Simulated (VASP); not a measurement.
# MgO in VASP: settings compared

MgO is run at these levels: PBE, r2SCAN; tasks: single point.

All numbers are computed with VASP 6.6.1; they aren't measurements. Logs are shortened: lines on timing, memory, paths and dates and some standing lists are left out, and cuts for length are marked.

**1. The cell of the first run**

Symmetry: Pm-3m, No. 221, cubic system. Conventional cell: a = 2.518 Å, b = 2.518 Å, c = 2.518 Å, α = 90.00°, β = 90.00°, γ = 90.00°. Within 2.9 Å of Mg (site symmetry m-3m) lie 8 O at 2.18 Å and 6 Mg at 2.52 Å. O (site symmetry m-3m) has 8 Mg at 2.18 Å and 6 O at 2.52 Å within 2.9 Å.

**2. Single point, PBE (strain -4.0%)**

INCAR

```
PREC = Accurate ; ENCUT = 520
EDIFF = 1E-6 ; ISMEAR = -1
SIGMA = 0.02 ; LREAL = False
LASPH = True ; NELM = 60
ALGO = Normal ; ISIF = 2
LWAVE = False ; LCHARG = False
GGA = PE ; NBANDS = 11
```

KPOINTS

```
Automatic mesh
0
Gamma
  10 10 10
```

POSCAR

```
MgO
1.0
    2.5176281586      0.0000000000      0.0000000000
    0.0000000000      2.5176281586      0.0000000000
    0.0000000000      0.0000000000      2.5176281586
Mg O
1 1
Direct
    0.0000000000      0.0000000000      0.0000000000
    0.5000000000      0.5000000000      0.5000000000
```

Potentials or basis: VASP PAW PBE potentials, release 64 (Mg, O).

Run with:

```console
$ cat potpaw_PBE.64/Mg/POTCAR potpaw_PBE.64/O/POTCAR > POTCAR
$ mpirun -np 1 vasp_std > vasp.out
```

OUTCAR:

```text
PREC = Accurate
   ENCUT = 520
   EDIFF = 1E-6
   ISMEAR = -1
   LREAL = False
   LASPH = True
   NELM = 60
   ISIF = 2
   GGA = PE

 ion  position               nearest neighbor table
   1  0.000  0.000  0.000-   2 2.18   2 2.18   2 2.18   2 2.18   2 2.18   2 2.18   2 2.18   2 2.18

   2  0.500  0.500  0.500-   1 2.18   1 2.18   1 2.18   1 2.18   1 2.18   1 2.18   1 2.18   1 2.18

  LATTYP: Found a simple cubic cell.
 ALAT       =     2.5176281586

  Lattice vectors:

 A1 = (   2.5176281586,   0.0000000000,   0.0000000000)
 A2 = (   0.0000000000,   2.5176281586,   0.0000000000)
 A3 = (   0.0000000000,   0.0000000000,   2.5176281586)

Analysis of symmetry for initial positions (statically):
=====================================================================
 Subroutine PRICEL returns:
 Original cell was already a primitive cell.

 Routine SETGRP: Setting up the symmetry group for a
 simple cubic supercell.

 Subroutine GETGRP returns: Found 48 space group operations
 (whereof 48 operations were pure point group operations)
 out of a pool of 48 trial point group operations.

The static configuration has the point symmetry O_h .

Analysis of symmetry for dynamics (positions and initial velocities):
=====================================================================
 Subroutine PRICEL returns:
 Original cell was already a primitive cell.

 Routine SETGRP: Setting up the symmetry group for a
 simple cubic supercell.

 Subroutine GETGRP returns: Found 48 space group operations
 (whereof 48 operations were pure point group operations)
 out of a pool of 48 trial point group operations.

The dynamic configuration has the point symmetry O_h .

 Subroutine INISYM returns: Found 48 space group operations
 (whereof 48 operations are pure point group operations),
 and found     1 'primitive' translations

----------------------------------------------------------------------------------------

                                     Primitive cell

  volume of cell :      15.9579

  direct lattice vectors                    reciprocal lattice vectors
     2.517628159  0.000000000  0.000000000     0.397199243  0.000000000  0.000000000
     0.000000000  2.517628159  0.000000000     0.000000000  0.397199243  0.000000000
     0.000000000  0.000000000  2.517628159     0.000000000  0.000000000  0.397199243

  length of vectors
     2.517628159  2.517628159  2.517628159     0.397199243  0.397199243  0.397199243

  position of ions in fractional coordinates (direct lattice)
     0.000000000  0.000000000  0.000000000
     0.500000000  0.500000000  0.500000000

  ion indices of the primitive-cell ions
   primitive index   ion index
                 1           1
                 2           2

----------------------------------------------------------------------------------------

 KPOINTS: Automatic mesh

Automatic generation of k-mesh.
 Grid dimensions read from file:
 generate k-points for:   10   10   10

 Generating k-lattice:

  Cartesian coordinates                     Fractional coordinates (reciprocal lattice)
     0.039719924  0.000000000  0.000000000     0.100000000  0.000000000  0.000000000
     0.000000000  0.039719924  0.000000000     0.000000000  0.100000000  0.000000000
     0.000000000  0.000000000  0.039719924     0.000000000  0.000000000  0.100000000

  Length of vectors
     0.039719924  0.039719924  0.039719924

  Shift w.r.t. Gamma in fractional coordinates (k-lattice)
     0.000000000  0.000000000  0.000000000

 Subroutine IBZKPT returns following result:
 ===========================================

 Found     56 irreducible k-points:

 Following reciprocal coordinates:
            Coordinates               Weight
  0.000000  0.000000  0.000000      1.000000
  0.100000  0.000000  0.000000      6.000000
  0.200000  0.000000  0.000000      6.000000
  0.300000  0.000000  0.000000      6.000000
  0.400000  0.000000  0.000000      6.000000
  0.500000  0.000000  0.000000      3.000000
[... 16 lines left out ...]
  0.200000  0.100000  0.100000     24.000000
[... 50 lines left out ...]
      8      28.0135      0.00000
      9      28.0135      0.00000
     10      29.8342      0.00000
     11      32.3979      0.00000

 k-point     4 :       0.3000    0.0000    0.0000
  band No.  band energies     occupation
      1     -12.2300      2.00000
      2       0.7365      2.00000
      3       5.4917      2.00000
      4       5.4917      2.00000
      5      13.0071      0.00000
      6      18.1938      0.00000
      7      19.0605      0.00000
      8      27.0502      0.00000
      9      27.0502      0.00000
     10      28.9425      0.00000
     11      31.7291      0.00000

 k-point     5 :       0.4000    0.0000    0.0000
  band No.  band energies     occupation
      1     -11.7915      2.00000
      2      -0.5508      2.00000
      3       5.6183      2.00000
      4       5.6183      2.00000
      5      14.0617      0.00000
      6      17.7123      0.00000
      7      20.5326      0.00000
      8      26.0649      0.00000
      9      26.2626      0.00000
     10      26.2626      0.00000
     11      31.9621      0.00000
[... 211 lines left out ...]
 k-point    21 :       0.5000    0.5000    0.0000
  band No.  band energies     occupation
      1     -10.5180      2.00000
      2       0.9328      2.00000
      3       0.9328      2.00000
      4       6.3455      2.00000
      5      11.8006      0.00000
      6      20.0580      0.00000
      7      20.0580      0.00000
      8      20.8204      0.00000
      9      26.7129      0.00000
     10      26.7129      0.00000
     11      34.2235      0.00000

 k-point    22 :       0.1000    0.1000    0.1000
  band No.  band energies     occupation
      1     -12.8039      2.00000
      2       4.0599      2.00000
      3       4.6356      2.00000
      4       4.6356      2.00000
      5      11.8404      0.00000
      6      17.8263      0.00000
      7      17.8263      0.00000
      8      27.2258      0.00000
      9      29.3228      0.00000
     10      29.3228      0.00000
     11      32.3713      0.00000

 k-point    23 :       0.2000    0.1000    0.1000
  band No.  band energies     occupation
      1     -12.4764      2.00000
      2       2.6554      2.00000
      3       4.5504      2.00000
      4       4.7902      2.00000
      5      12.8066      0.00000
      6      18.2649      0.00000
      7      18.3299      0.00000
      8      26.4351      0.00000
      9      27.9568      0.00000
     10      30.2705      0.00000
     11      31.0175      0.00000

 k-point    24 :       0.3000    0.1000    0.1000
  band No.  band energies     occupation
      1     -12.0235      2.00000
      2       0.9722      2.00000
      3       4.7808      2.00000
      4       4.9905      2.00000
      5      13.8293      0.00000
      6      18.2161      0.00000
      7      18.8957      0.00000
      8      26.1287      0.00000
      9      26.3112      0.00000
     10      29.9881      0.00000
     11      30.0700      0.00000

 [... further k-points ...]

------------------------ aborting loop because EDIFF is reached ----------------------------------------

  FORCE on cell =-STRESS in cart. coord.  units (eV):
  Direction    XX          YY          ZZ          XY          YZ          ZX
  --------------------------------------------------------------------------------------
  -------------------------------------------------------------------------------------
  Total        3.1119712      3.1119712      3.1119712     -0.0000000     -0.0000000      0.0000000
  in kB      312.4434211    312.4434211    312.4434211     -0.0000000     -0.0000000      0.0000000
  external PRESSURE =     312.4434211 kB  Pullay stress =       0.0000000 kB

 VOLUME and BASIS-vectors are now :
 -----------------------------------------------------------------------------
  energy-cutoff  :      520.00
  volume of cell :       15.96
      direct lattice vectors                 reciprocal lattice vectors
     2.517628159  0.000000000  0.000000000     0.397199243  0.000000000  0.000000000
     0.000000000  2.517628159  0.000000000     0.000000000  0.397199243  0.000000000
     0.000000000  0.000000000  2.517628159     0.000000000  0.000000000  0.397199243

 POSITION                                       TOTAL-FORCE (eV/Angst)
 -----------------------------------------------------------------------------------
      0.00000      0.00000      0.00000         0.000000      0.000000      0.000000
      1.25881      1.25881      1.25881         0.000000      0.000000      0.000000
 -----------------------------------------------------------------------------------
    total drift:                                0.000000      0.000000      0.000000

  FREE ENERGIE OF THE ION-ELECTRON SYSTEM (eV)
  ---------------------------------------------------
  free  energy   TOTEN  =       -10.1624250655 eV

  energy  without entropy=      -10.1624250655  energy(sigma->0) =      -10.16242507
```

Run time: 7.1 s. Hardware: 1 thread of AMD EPYC 7R43 (Zen 3), shared host; peak memory 0.09 GiB.

What came out:

- Free energy: -10.1624 eV
- Pressure: 31.2 GPa
- Band gap on the k mesh: 3.88 eV, indirect (least direct gap 5.05 eV)

Caveat: the cell differs from its parent crystal (strain -4.0%). A k mesh can miss the band edges.

**3. Single point, r2SCAN (strain -4.0%)**

POSCAR is that of step 2.

INCAR.step1

```
PREC     = Accurate       # precision mode
ENCUT    = 520            # plane-wave cutoff, eV
ISMEAR   = 0              # smearing method
SIGMA    = 0.01           # smearing width, eV
LREAL    = False          # projectors in reciprocal space
LASPH    = True           # aspherical terms in the spheres
NELM     = 100            # most SCF steps
NBANDS   = 11             # bands
GGA      = PE             # functional
ALGO     = Normal         # electronic algorithm
EDIFF    = 1E-4           # SCF threshold, eV
LWAVE    = True           # write WAVECAR
LCHARG   = False          # write CHGCAR
```

INCAR.step2

```
PREC     = Accurate       # precision mode
ENCUT    = 520            # plane-wave cutoff, eV
EDIFF    = 1E-6           # SCF threshold, eV
ISMEAR   = 0              # smearing method
SIGMA    = 0.01           # smearing width, eV
LREAL    = False          # projectors in reciprocal space
LASPH    = True           # aspherical terms in the spheres
NELM     = 100            # most SCF steps
ALGO     = Normal         # electronic algorithm
ISIF     = 2              # what is computed and relaxed
LWAVE    = False          # write WAVECAR
LCHARG   = False          # write CHGCAR
METAGGA  = R2SCAN         # meta-GGA
LMIXTAU  = True         
NBANDS   = 11             # bands
ISTART   = 1
```

KPOINTS

```
regular mesh
0
Gamma
  10 10 10
```

Potentials or basis: VASP PAW PBE potentials, release 64 (Mg, O).

Run with:

```console
$ cat potpaw_PBE.64/Mg/POTCAR potpaw_PBE.64/O/POTCAR > POTCAR
$ cp INCAR.step1 INCAR
$ mpirun -np 1 vasp_std > vasp.out
$ cp INCAR.step2 INCAR
$ mpirun -np 1 vasp_std > vasp.out
```

Wall time 34 s (1 thread of AMD EPYC 7R43 (Zen 3), shared host); peak memory 0.1 GiB.

The run converged. Its results:

```
Free energy            : -14.3935 eV
Pressure               : 23.7 GPa
Band gap on the k mesh : 4.77 eV, indirect (least direct gap 5.98 eV)
```

Levels at points of the mesh, in eV from the valence-band top:
```
           k point  band 1  band 2  band 3  band 4  band 5  band 6  band 7  band 8
(0.00, 0.00, 0.00)  -20.50   -1.21   -1.21   -1.21    4.77   11.70   11.70   24.12
(0.50, 0.00, 0.00)  -18.98   -7.43   -0.70   -0.70    9.22   12.13   16.54   19.22
(0.50, 0.50, 0.00)  -17.89   -5.52   -5.52    0.00    6.38   14.95   14.95   15.55
(0.50, 0.50, 0.50)  -16.77   -4.43   -4.43   -4.43    9.01    9.01    9.01   20.42
```

Caveat: the cell differs from its parent crystal (strain -4.0%); the PAW data sets were made with another functional, which shifts forces and pressure a little.

**4. Single point, PBE (uniaxial x strain -0.4%)**

INCAR

```
  PREC = Accurate
  ENCUT = 520
  EDIFF = 1E-6
  ISMEAR = -1
  SIGMA = 0.02
  LREAL = F
  LASPH = T
  NELM = 60
  ALGO = Normal
  ISIF = 2
  LWAVE = F
  LCHARG = F
  GGA = PE
  NBANDS = 11
```

KPOINTS is that of step 3.

POSCAR

```
MgO
1.0
    2.6118063923      0.0000000000      0.0000000000
    0.0000000000      2.6233491285      0.0000000000
    0.0000000000      0.0000000000      2.6233491285
Mg O
1 1
Direct
    0.0000000000      0.0000000000      0.0000000000
    0.5000000000      0.5000000000      0.5000000000
```

Run with:

```console
$ cat potpaw_PBE.64/Mg/POTCAR potpaw_PBE.64/O/POTCAR > POTCAR
$ mpirun -np 1 vasp_std > vasp.out
```

Run time: 17 s. Hardware: 1 thread of AMD EPYC 7R43 (Zen 3), shared host; peak memory 0.1 GiB.

The run converged. Its results:

- Free energy: -10.3856 eV
- Pressure: 6.2 GPa
- Band gap on the k mesh: 2.63 eV, indirect (least direct gap 3.64 eV)

Stress tensor (GPa, compression positive):
```
8.21 0.00 0.00
0.00 5.23 0.00
0.00 0.00 5.23
```

Levels at points of the mesh, in eV from the valence-band top:
```tsv
k point	band 1	band 2	band 3	band 4	band 5	band 6	band 7	band 8
(0.00, 0.00, 0.00)	-18.65	-1.08	-1.08	-1.01	2.63	10.41	10.49	20.49
(0.50, 0.00, 0.00)	-17.38	-6.61	-0.61	-0.61	7.08	9.60	14.61	17.46
(0.00, 0.50, 0.00)	-17.40	-6.64	-0.63	-0.56	7.13	9.55	14.60	17.51
(0.50, 0.50, 0.00)	-16.50	-4.81	-4.80	-0.04	5.00	12.27	12.35	13.40
(0.00, 0.50, 0.50)	-16.52	-4.82	-4.82	0.00	4.93	12.33	12.33	13.53
(0.50, 0.50, 0.50)	-15.63	-3.73	-3.72	-3.72	7.50	7.54	7.54	16.56
```

Caveat: the cell differs from its parent crystal (uniaxial x strain -0.4%). A k mesh can miss the band edges.

**5. Single point, r2SCAN (uniaxial x strain -0.4%)**

POSCAR is that of step 4.

INCAR.step1

```
ALGO = Normal
EDIFF = 1E-4
ENCUT = 520
GGA = PE
ISMEAR = 0
LASPH = T
LCHARG = F
LREAL = F
LWAVE = T
NBANDS = 11
NELM = 80
PREC = Accurate
SIGMA = 0.01
```

INCAR.step2

```
ALGO = Normal
EDIFF = 1E-6
ENCUT = 520
ISIF = 2
ISMEAR = 0
ISTART = 1
LASPH = T
LCHARG = F
LMIXTAU = T
LREAL = F
LWAVE = F
METAGGA = R2SCAN
NBANDS = 11
NELM = 80
PREC = Accurate
SIGMA = 0.01
```

KPOINTS

```
k-points
0
Gamma
  10 10 10
```

Run with:

```console
$ cat potpaw_PBE.64/Mg/POTCAR potpaw_PBE.64/O/POTCAR > POTCAR
$ cp INCAR.step1 INCAR
$ mpirun -np 1 vasp_std > vasp.out
$ cp INCAR.step2 INCAR
$ mpirun -np 1 vasp_std > vasp.out
```

Run time: 71 s. Hardware: 1 thread of AMD EPYC 7R43 (Zen 3), shared host; peak memory 0.11 GiB.

The run converged. Its results:

| Item | Value |
| --- | --- |
| Free energy | -14.5274 eV |
| Pressure | -0.5 GPa |
| Band gap on the k mesh | 3.46 eV, indirect (least direct gap 4.51 eV) |

Stress tensor (GPa, compression positive):
```
 1.60  0.00  0.00
 0.00 -1.53  0.00
 0.00  0.00 -1.53
```

Levels at points of the mesh, in eV from the valence-band top:
```tsv
k point	band 1	band 2	band 3	band 4	band 5	band 6	band 7	band 8
(0.00, 0.00, 0.00)	-19.64	-1.12	-1.12	-1.05	3.46	11.40	11.49	21.89
(0.50, 0.00, 0.00)	-18.40	-6.65	-0.64	-0.64	7.99	10.69	15.81	18.51
(0.00, 0.50, 0.00)	-18.42	-6.67	-0.65	-0.58	8.04	10.64	15.80	18.56
(0.50, 0.50, 0.00)	-17.52	-4.90	-4.89	-0.04	5.89	13.44	13.51	14.42
(0.00, 0.50, 0.50)	-17.54	-4.92	-4.92	0.00	5.82	13.50	13.50	14.55
(0.50, 0.50, 0.50)	-16.65	-3.85	-3.84	-3.84	8.38	8.41	8.41	17.98
```

Caveat: the cell differs from its parent crystal (uniaxial x strain -0.4%); the PAW data sets were made with another functional, which shifts forces and pressure a little.

**6. Single point, r2SCAN (uniaxial x strain -0.4%)**

POSCAR is that of step 5.

INCAR.step1

```
ALGO = Normal
EDIFF = 1E-5
ENCUT = 660
GGA = PE
GGA_COMPAT = F
ISMEAR = 0
LASPH = T
LCHARG = F
LREAL = F
LWAVE = T
NBANDS = 15
NELM = 120
PREC = Accurate
SIGMA = 0.01
```

INCAR.step2

```
ALGO = Normal
EDIFF = 1E-6
ENCUT = 660
GGA_COMPAT = F
ISIF = 2
ISMEAR = 0
ISTART = 1
LASPH = T
LCHARG = F
LMIXTAU = T
LREAL = F
LWAVE = F
METAGGA = R2SCAN
NBANDS = 15
NELM = 120
PREC = Accurate
SIGMA = 0.01
```

KPOINTS is that of step 5.

Potentials or basis: VASP PAW PBE potentials, release 64 (Mg_sv, O).

Run with:

```console
$ cat potpaw_PBE.64/Mg_sv/POTCAR potpaw_PBE.64/O/POTCAR > POTCAR
$ cp INCAR.step1 INCAR
$ mpirun -np 1 vasp_std > vasp.out
$ cp INCAR.step2 INCAR
$ mpirun -np 1 vasp_std > vasp.out
```

Run time: 65 s. Hardware: 1 thread of Intel Xeon 6975P-C (Granite Rapids), shared host; peak memory 0.17 GiB.

Results (log left out):

| Quantity | Value |
| --- | --- |
| Free energy | -14.5585 eV |
| Pressure | 0.6 GPa |
| Band gap on the k mesh | 3.54 eV, indirect (least direct gap 4.59 eV) |

Stress tensor (GPa, compression positive):
```
 2.70  0.00  0.00
 0.00 -0.45  0.00
 0.00  0.00 -0.45
```

Levels at points of the mesh, in eV from the valence-band top:
```csv
k point,band 4,band 5,band 6,band 7,band 8,band 9,band 10,band 11,band 12,band 13
"(0.00, 0.00, 0.00)",-42.69,-19.63,-1.11,-1.11,-1.04,3.54,11.42,11.51,22.03,22.03
"(0.50, 0.00, 0.00)",-42.68,-18.37,-6.63,-0.63,-0.63,8.04,10.77,15.86,18.49,19.36
"(0.00, 0.50, 0.00)",-42.68,-18.39,-6.65,-0.65,-0.58,8.09,10.73,15.85,18.54,19.30
"(0.50, 0.50, 0.00)",-42.67,-17.52,-4.88,-4.87,-0.04,5.98,13.51,13.59,14.44,20.48
"(0.00, 0.50, 0.50)",-42.67,-17.54,-4.90,-4.90,0.00,5.92,13.57,13.57,14.56,20.64
"(0.50, 0.50, 0.50)",-42.78,-16.65,-3.85,-3.84,-3.84,8.44,8.48,8.48,18.28,20.42
```

Caveat: the cell differs from its parent crystal (uniaxial x strain -0.4%); the PAW data sets were made with another functional, which shifts forces and pressure a little. A k mesh can miss the band edges.

**7. The runs side by side**

| level | potentials or basis | cell | cutoff (eV) | smearing | second run | gap on the mesh (eV) | pressure (GPa) |
| --- | --- | --- | --- | --- | --- | --- | --- |
| PBE | VASP PAW PBE potentials, release 64 (Mg, O) | a = 2.518 Å, 2 atoms | 520 | fermi-dirac 0.02 eV | - | 3.88 | 31.2 |
| r2SCAN | VASP PAW PBE potentials, release 64 (Mg, O) | a = 2.518 Å, 2 atoms | 520 | gaussian 0.01 eV | - | 4.77 | 23.7 |
| PBE | VASP PAW PBE potentials, release 64 (Mg, O) | a = 2.612, b = 2.623, c = 2.623 Å, 2 atoms | 520 | fermi-dirac 0.02 eV | - | 2.63 | 6.2 |
| r2SCAN | VASP PAW PBE potentials, release 64 (Mg, O) | a = 2.612, b = 2.623, c = 2.623 Å, 2 atoms | 520 | gaussian 0.01 eV | - | 3.46 | -0.5 |
| r2SCAN | VASP PAW PBE potentials, release 64 (Mg_sv, O) | a = 2.612, b = 2.623, c = 2.623 Å, 2 atoms | 660 | gaussian 0.01 eV | valence_matched | 3.54 | 0.6 |

Alike in all rows: task single point; no spin polarisation; k mesh 10 × 10 × 10.

Caveats: the PAW data sets were made with another functional, which shifts forces and pressure a little (some runs).

Total energies depend on the potentials used, so only differences within one code and one set of settings carry meaning.
